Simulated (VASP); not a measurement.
Wanted: the native input for a VASP 6.6.1 run.

| Item | Value |
| --- | --- |
| Task | single point |
| Functional | PBEsol |
| Potentials or basis | VASP PAW PBE potentials, release 64 (Al, Ni) |
| Cutoff | 520 eV |
| k mesh | 16 × 16 × 16 |
| Occupations | gaussian, width 0.15 eV |
| Spin | no spin polarisation |
| Dipole correction | no |
| Further INCAR settings | ALGO = Fast; EDIFF = 1e-07; NBANDS = 14 |

The structure of AlNi lies in POSCAR:

```
AlNi
1.0
    2.0885383387     -2.0884828388      0.0000000000
    2.0885383387      2.0884828388      0.0000000000
    0.0000000000      0.0000000000      2.6394000000
Al Ni
1 1
Direct
    0.0000000000      0.0000000000      0.0000000000
    0.5000000000      0.5000000000      0.5000000000
```

The input as run:

INCAR

```
  ALGO = Fast
  EDIFF = 1E-7
  ENCUT = 520
  GGA = PS
  ISIF = 2
  ISMEAR = 0
  LASPH = T
  LCHARG = F
  LREAL = F
  LWAVE = F
  NBANDS = 14
  NELM = 100
  PREC = Accurate
  SIGMA = 0.15
```

KPOINTS

```
k-points
0
Gamma
  16 16 16
```

Potentials or basis: VASP PAW PBE potentials, release 64 (Al, Ni).

Command:

```bash
$ cat potpaw_PBE.64/Al/POTCAR potpaw_PBE.64/Ni/POTCAR > POTCAR
$ mpirun -np 1 vasp_std > vasp.out
```

It gave:

The pressure is 4.4 GPa.

Caveat: the PAW data sets were made with another functional, which shifts forces and pressure a little.

Run time: 110 s on 1 thread of AMD EPYC 9R45 96-Core Processor (Zen 5), with other jobs on the host, peak memory 0.28 GiB.
